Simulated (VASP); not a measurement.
Write the native input for VASP 6.6.1 that does the following.

```yaml
Task: single point
Functional: r2SCAN
Potentials_or_basis: VASP PAW PBE potentials, release 64 (Ca_sv)
Cutoff: 520 eV
k_mesh: 10 × 10 × 10
Occupations: fermi-dirac, width 0.1 eV
Spin: no spin polarisation
Dipole_correction: no
Further_INCAR_settings: ALGO = Normal; EDIFF = 1e-06; NBANDS = 11
```

Ca:

```
Ca
1.0
     3.64155    0.00000    0.00000
     0.00000    3.64155    0.00000
     0.00000    0.00000    3.64155
Ca
1
Direct
  0.00000 0.00000 0.00000
```

This isn't the form of Ca at room conditions, which is fcc.

One way to write it, as run:

POSCAR

```
Ca
1.0
    3.6415491414      0.0000000000      0.0000000000
    0.0000000000      3.6415491414      0.0000000000
    0.0000000000      0.0000000000      3.6415491414
Ca
1
Direct
    0.0000000000      0.0000000000      0.0000000000
```

INCAR.step1

```
PREC = Accurate ; ENCUT = 520
ISMEAR = -1 ; SIGMA = 0.1
LREAL = F ; LASPH = T
NELM = 100 ; NBANDS = 11
GGA = PE ; ALGO = Normal
EDIFF = 1E-4 ; LWAVE = T
LCHARG = F
```

INCAR.step2

```
PREC = Accurate ; ENCUT = 520
EDIFF = 1E-6 ; ISMEAR = -1
SIGMA = 0.1 ; LREAL = F
LASPH = T ; NELM = 100
ALGO = Normal ; ISIF = 2
LWAVE = F ; LCHARG = F
METAGGA = R2SCAN ; LMIXTAU = T
NBANDS = 11 ; ISTART = 1
```

KPOINTS

```
regular mesh
0
Gamma
  10 10 10
```

Potentials or basis: VASP PAW PBE potentials, release 64 (Ca_sv).

Command:

```bash
$ cat potpaw_PBE.64/Ca_sv/POTCAR > POTCAR
$ cp INCAR.step1 INCAR
$ mpirun -np 1 vasp_std > vasp.out
$ cp INCAR.step2 INCAR
$ mpirun -np 1 vasp_std > vasp.out
```

It gave:

```
Pressure               : -1.1 GPa
Band gap on the k mesh : zero (bands 5 and 6 overlap by 1.58 eV)
```

Caveat: the PAW data sets were made with another functional, which shifts forces and pressure a little.

Wall time 47 s on 1 thread of Intel(R) Xeon(R) 6975P-C (Granite Rapids) (shared host), peak memory 0.17 GiB.
